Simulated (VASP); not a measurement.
Runs of VASP 6.6.1 on Ga. The structure is that of space group C2/c (No. 15), or close to it. The cells are those of the table. 

| cell | further INCAR settings | gap on the mesh (eV) | pressure (GPa) | largest force (eV/Å) |
| --- | --- | --- | --- | --- |
| a = 4.413, b = 4.413, c = 4.289 Å, angles 95.9, 95.9, 118.8°, 4 atoms | ALGO = Fast; EDIFF = 1e-06; NBANDS = 34 | none | (a) | 0.77 |
| a = 4.420, b = 4.420, c = 4.318 Å, angles 98.8, 98.8, 118.5°, 4 atoms | ALGO = Fast; EDIFF = 1e-07; NBANDS = 34 | none | 12.0 | 1.61 |
| a = 4.420, b = 4.420, c = 3.875 Å, angles 99.4, 99.4, 118.5°, 4 atoms | ALGO = Fast; EDIFF = 1e-06; NBANDS = 34 | none | 27.3 | 2.48 |
| a = 4.413, b = 4.413, c = 3.843 Å, angles 96.3, 96.3, 118.8°, 4 atoms | ALGO = Fast; EDIFF = 1e-06; NBANDS = 34 | none | 21.3 | 1.75 |

Alike in all rows: task single point; level PBEsol; potentials or basis VASP PAW PBE potentials, release 64 (Ga_d); no spin polarisation; k mesh 10 × 10 × 10; cutoff (eV) 520; smearing gaussian 0.15 eV.

Q: Fill in the values left out.

A: (a) 7.6.

Caveats: the PAW data sets were made with another functional, which shifts forces and pressure a little; the stress differs along the axes, from 3 to 11 GPa (at least some runs); the stress differs along the axes, from 5 to 19 GPa (at least some runs); the stress differs along the axes, from 17 to 38 GPa (at least some runs); the stress differs along the axes, from 13 to 26 GPa (at least some runs).

A k mesh can miss the band edges, and the runs leave out spin-orbit coupling on Ga.

A gap of «none» marks levels without a gap at the run's occupations.
